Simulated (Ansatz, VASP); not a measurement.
CaCdC2N2 in VASP and in Ansatz

```xyz
6
Lattice="3.6037 0.0000 0.0000 1.4448 4.1164 0.0000 0.6891 1.1953 8.0203" Properties=species:S:1:pos:R:3 pbc="T T T"
Ca    2.1464    0.5977    4.0101
Cd    0.0000    0.0000    0.0000
C     4.0319    2.5038    6.5290
C     1.7057    2.8079    1.4912
N     3.8793    3.2689    5.6571
N     1.8582    2.0428    2.3632
```

Alike in both runs: task single point; functional PBE; k mesh 6 × 4 × 2; occupations gaussian, width 0.1 eV; no spin polarisation.

|  | VASP | Ansatz |
| --- | --- | --- |
| version | VASP 6.6.1 | Ansatz 0.2.0 |
| potentials or method | VASP PAW PBE potentials, release 64 (Ca_sv, Cd, C, N), cutoff 520 eV | scalar-relativistic, plane waves, PAW |
| valence electrons in the cell | 40 | 48 |

VASP gave:

| Quantity | Value |
| --- | --- |
| gap on the k mesh at the Fermi level (eV) | none |
| pressure (GPa) | 6.1 |
| traceless stress, the component that is largest in VASP (GPa) | -9.49 |
| rms of the force components (eV/Å) | 0.786 |

Q: Which values does Ansatz return?

A: gap on the k mesh at the Fermi level (eV): none; pressure (GPa): 5.4; traceless stress, the component that is largest in VASP (GPa): -8.37; rms of the force components (eV/Å): 0.661.

Atom by atom the forces differ by 0.133 eV/Å (rms over components). A gap of «none» marks a metal or a gap that the smearing closes. VASP's potentials hold 40 valence electrons a cell and Ansatz's 48, so a difference there can come from the potentials and not from the codes.

The k mesh is coarse, so the values compare programs but aren't converged. Noted on VASP's run: the standard files for N, O and F lose accuracy on very short bonds.
